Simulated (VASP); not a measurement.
**In2O3: single point with PBEsol**

The system is In2O3.

```
CELL_PARAMETERS angstrom
-5.51244 -3.18261 4.84570
5.51244 -3.18261 4.84570
0.00000 6.36521 4.84570
ATOMIC_POSITIONS crystal
In 0.64255 0.64255 0.64255
In 0.14255 0.14255 0.64255
In 0.14255 0.64255 0.14255
In 0.64255 0.14255 0.14255
In 0.85745 0.85745 0.85745
In 0.35745 0.35745 0.85745
In 0.35745 0.85745 0.35745
In 0.85745 0.35745 0.35745
In 0.35745 0.35745 0.35745
In 0.85745 0.85745 0.35745
In 0.85745 0.35745 0.85745
In 0.35745 0.85745 0.85745
In 0.14255 0.14255 0.14255
In 0.64255 0.64255 0.14255
In 0.64255 0.14255 0.64255
In 0.14255 0.64255 0.64255
O 0.60207 0.25000 0.39793
O 0.10207 0.75000 0.39793
O 0.10207 0.25000 0.89793
O 0.60207 0.75000 0.89793
O 0.25000 0.39793 0.60207
O 0.75000 0.89793 0.60207
O 0.75000 0.39793 0.10207
O 0.25000 0.89793 0.10207
O 0.39793 0.60207 0.25000
O 0.89793 0.10207 0.25000
O 0.89793 0.60207 0.75000
O 0.39793 0.10207 0.75000
O 0.39793 0.75000 0.60207
O 0.89793 0.25000 0.60207
O 0.89793 0.75000 0.10207
O 0.39793 0.25000 0.10207
O 0.60207 0.39793 0.75000
O 0.10207 0.89793 0.75000
O 0.10207 0.39793 0.25000
O 0.60207 0.89793 0.25000
O 0.75000 0.60207 0.39793
O 0.25000 0.10207 0.39793
O 0.25000 0.60207 0.89793
O 0.75000 0.10207 0.89793
```

- Program: VASP 6.6.1
- Task: single point
- Functional: PBEsol
- Potentials or basis: VASP PAW PBE potentials, release 64 (In_d, O)
- Cutoff: 520 eV
- k mesh: 2 × 2 × 2, shifted
- Occupations: gaussian, width 0.02 eV
- Spin: no spin polarisation

| Property | Result |
| --- | --- |
| Pressure | 0.4 GPa |
| Largest force | 0.013 eV/Å |
| Band gap on the k mesh | 2.53 eV |

Forces on the atoms (eV/Å):
```
In   0.000  0.000 -0.013
In   0.000  0.000 -0.013
In   0.000  0.000 -0.013
In   0.000  0.000 -0.013
In   0.000  0.000  0.013
In   0.000  0.000  0.013
In   0.000  0.000  0.013
In   0.000  0.000  0.013
In   0.000  0.000  0.013
In   0.000  0.000  0.013
In   0.000  0.000  0.013
In   0.000  0.000  0.013
In   0.000  0.000 -0.013
In   0.000  0.000 -0.013
In   0.000  0.000 -0.013
In   0.000  0.000 -0.013
O   -0.003 -0.005  0.000
O   -0.003 -0.005  0.000
O   -0.003 -0.005  0.000
O   -0.003 -0.005  0.000
O   -0.003  0.005  0.000
O   -0.003  0.005  0.000
O   -0.003  0.005  0.000
O   -0.003  0.005  0.000
O    0.005  0.000  0.000
O    0.005  0.000  0.000
O    0.005  0.000  0.000
O    0.005  0.000  0.000
O    0.003  0.005  0.000
O    0.003  0.005  0.000
O    0.003  0.005  0.000
O    0.003  0.005  0.000
O   -0.005  0.000  0.000
O   -0.005  0.000  0.000
O   -0.005  0.000  0.000
O   -0.005  0.000  0.000
O    0.003 -0.005  0.000
O    0.003 -0.005  0.000
O    0.003 -0.005  0.000
O    0.003 -0.005  0.000
```

Stress tensor (GPa, compression positive):
```
0.46 0.00 0.00
0.00 0.46 0.00
0.00 0.00 0.34
```

Levels at points of the mesh, in eV from the valence-band top:
```tsv
k point	band 173	band 174	band 175	band 176	band 177	band 178	band 179	band 180
(0.25, 0.25, 0.25)	-0.14	-0.14	-0.07	-0.07	2.53	4.73	4.73	4.73
```

It took 4.9 min on 1 thread of AMD EPYC 7R13 Processor (Zen 3), with other jobs on the host, peak memory 0.51 GiB.

Caveat: the PAW data sets were made with another functional, which shifts forces and pressure a little; spin-orbit coupling is left out, which moves the levels of the heavy elements; a shifted mesh leaves out Γ, where band edges can lie. A k mesh can miss the band edges.
